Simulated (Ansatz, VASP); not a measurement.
Ti2Co: VASP beside Ansatz

Contents of POSCAR:

```
Ti2Co
1.0
    0.0000000000      3.3650000000      3.3650000000
    3.3650000000      0.0000000000      3.3650000000
    3.3650000000      3.3650000000      0.0000000000
Ti Co
4 2
Direct
    0.1250000000      0.1250000000      0.1250000000
    0.6250000000      0.1250000000      0.1250000000
    0.1250000000      0.1250000000      0.6250000000
    0.1250000000      0.6250000000      0.1250000000
    0.5000000000      0.5000000000      0.5000000000
    0.7500000000      0.7500000000      0.7500000000
```

Contents of INCAR.step1:

```
PREC = Accurate
ENCUT = 520
ISMEAR = 0
SIGMA = 0.1
LREAL = F
LASPH = T
NELM = 150
ISPIN = 2
MAGMOM = 0.19 0.19 0.19 0.19 1.58 1.58
LMAXMIX = 4
NBANDS = 46
GGA = PE
ALGO = Normal
EDIFF = 1E-4
LWAVE = T
LCHARG = F
```

Contents of INCAR.step2:

```
PREC = Accurate
ENCUT = 520
EDIFF = 1E-6
ISMEAR = 0
SIGMA = 0.1
LREAL = F
LASPH = T
NELM = 150
ALGO = Normal
ISIF = 2
LWAVE = F
LCHARG = F
ISPIN = 2
MAGMOM = 0.19 0.19 0.19 0.19 1.58 1.58
LORBIT = 11
LMAXMIX = 4
METAGGA = R2SCAN
LMIXTAU = T
NBANDS = 46
ISTART = 1
```

Contents of KPOINTS:

```
regular mesh
0
Gamma
  8 8 8
```

Input for Ansatz:

```yaml
crystal:
  lattice:
    - [0.0, 3.365, 3.365]
    - [3.365, 0.0, 3.365]
    - [3.365, 3.365, 0.0]
  atoms:
    - { symbol: Ti, position: [0.125, 0.125, 0.125], spin: 0.19 }
    - { symbol: Ti, position: [0.625, 0.125, 0.125], spin: 0.19 }
    - { symbol: Ti, position: [0.125, 0.125, 0.625], spin: 0.19 }
    - { symbol: Ti, position: [0.125, 0.625, 0.125], spin: 0.19 }
    - { symbol: Co, position: [0.5, 0.5, 0.5], spin: 1.58 }
    - { symbol: Co, position: [0.75, 0.75, 0.75], spin: 1.58 }
basis:
  ecutwfc: 500
kpoints:
  mp_grid: { grid: [8, 8, 8] }
hamiltonian:
  xc: r2scan
scf:
  occupations: { method: gaussian, width: 0.1 }
output:
  forces: true
  stress: true
  eigenvalues: true
  populations: true
magnetization:
  spin_polarized: true
```

Alike in both runs: task single point; functional r2SCAN; k mesh 8 × 8 × 8; occupations gaussian, width 0.1 eV; collinear spin.

```csv
,VASP,Ansatz
version,VASP 6.6.1,Ansatz 0.2.0
potentials or method,"VASP PAW PBE potentials, release 64 (Ti_sv, Co), cutoff 520 eV","scalar-relativistic, plane waves, PAW"
valence electrons in the cell,66,82
```

VASP gave:

```
gap on the k mesh at the Fermi level (eV)                     : none
pressure (GPa)                                                : 22.2
net moment per atom (μB)                                      : 0.21
size of the moment on the site where the two differ most (μB) : 0.29
```

Problem. Estimate Ansatz's values.

Solution. gap on the k mesh at the Fermi level (eV): none; pressure (GPa): 23.8; net moment per atom (μB): 0.53; size of the moment on the site where the two differ most (μB): 1.45.

The net moments are unlike, so the other rows may belong to different states. VASP's potentials were made for PBE, not for r2SCAN. Site moments also hang on the region over which each program counts them. A gap of «none» marks a metal or a gap that the smearing closes. VASP's potentials hold 66 valence electrons a cell and Ansatz's 82, so a difference there can come from the potentials and not from the codes. Ansatz's warnings: stability check not made.
